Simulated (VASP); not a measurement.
Write the native input for VASP 6.6.1 that does the following.

```yaml
Task: single point
Functional: revPBE
Dispersion: D3(BJ)
Potentials_or_basis: VASP PAW PBE potentials, release 64 (Te, Cd)
Cutoff: 520 eV
k_mesh: 7 × 7 × 7
Occupations: tetrahedron
Spin: collinear spin, ferromagnetic start
Starting_moments: "[0.5, 0.0] μB"
Dipole_correction: no
Further_INCAR_settings: ALGO = Normal; EDIFF = 1e-06; NBANDS = 20
```

The structure of CdTe lies in POSCAR:

```
CdTe
1.0
    0.0000000000      3.2678590959      3.2678590959
    3.2678590959      0.0000000000      3.2678590959
    3.2678590959      3.2678590959      0.0000000000
Te Cd
1 1
Direct
    0.7500000000      0.7500000000      0.7500000000
    0.0000000000      0.0000000000      0.0000000000
```

This cell differs from its parent crystal: volume scaled by 1.06.

The input as run:

INCAR

```
SYSTEM = CdTe
PREC = Accurate
ENCUT = 520
EDIFF = 1E-6
ISMEAR = -5
SIGMA = 0.05
LREAL = .FALSE.
LASPH = .TRUE.
NELM = 150
ALGO = Normal
ISIF = 2
LWAVE = .FALSE.
LCHARG = .FALSE.
ISPIN = 2
MAGMOM = 0.5 0
LORBIT = 11
GGA = RE
IVDW = 12
NBANDS = 20
```

KPOINTS

```
Automatic mesh
0
G
  7 7 7
  0 0 0
```

Potentials or basis: VASP PAW PBE potentials, release 64 (Te, Cd).

The run is started by

```bash
$ cat potpaw_PBE.64/Te/POTCAR potpaw_PBE.64/Cd/POTCAR > POTCAR
$ mpirun -np 1 vasp_std > vasp.out
```

It gave:

```yaml
Pressure: -0.7 GPa
Band_gap_on_the_k_mesh: 0.81 eV, direct
Net_moment: 0.00 μB per cell
Valence_electrons_inside_the_program's_atomic_spheres: Te 3.43; Cd 10.30
Dispersion_energy_per_atom: -0.628 eV
```

Caveat: three body term missing; the PAW data sets were made with another functional, which shifts forces and pressure a little; spin-orbit coupling is left out, which moves the levels of the heavy elements.

Run time: 53 s on 1 thread of Intel(R) Xeon(R) Platinum 8488C (Sapphire Rapids), with other jobs on the host, peak memory 0.26 GiB.
